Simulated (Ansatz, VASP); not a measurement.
# One calculation of Al2Ru, two programs

```
Al Ru
1.0
     0.00000    4.04746    4.45086
     2.38583    0.00000    4.45086
     2.38583    4.04746    0.00000
Al Ru
4 2
Direct
  0.07895 0.42105 0.07895
  0.42105 0.07895 0.42105
  0.17105 0.82895 0.17105
  0.82895 0.17105 0.82895
  0.75000 0.75000 0.75000
  0.50000 0.50000 0.50000
```

Change from the starting cell: strain +0.015 along x and y, +0.015 along z, atoms carried along.

Alike in both runs: task single point; functional PBEsol; k mesh 10 × 10 × 10; occupations gaussian, width 0.03 eV; no spin polarisation.

```csv
,VASP,Ansatz
version,VASP 6.6.1,Ansatz 0.2.0
potentials or method,"VASP PAW PBE potentials, release 64 (Al, Ru_pv), cutoff 520 eV","scalar-relativistic, plane waves, PAW"
valence electrons in the cell,40,44
```

VASP gave:

- gap on the k mesh at the Fermi level (eV): 0.06
- least direct gap on the mesh (eV): 1.15
- pressure (GPa): -7.3
- traceless stress, the component that is largest in VASP (GPa): 0.62
- rms of the force components (eV/Å): 0.028

Task: Estimate Ansatz's values.

Result: gap on the k mesh at the Fermi level (eV): 0.06; least direct gap on the mesh (eV): 1.15; pressure (GPa): -7.4; traceless stress, the component that is largest in VASP (GPa): 0.64; rms of the force components (eV/Å): 0.028.

VASP's potentials were made for PBE, not for PBEsol. Atom by atom the forces differ by 0.000 eV/Å (rms over components). VASP's potentials hold 40 valence electrons a cell and Ansatz's 44, so a difference there can come from the potentials and not from the codes.
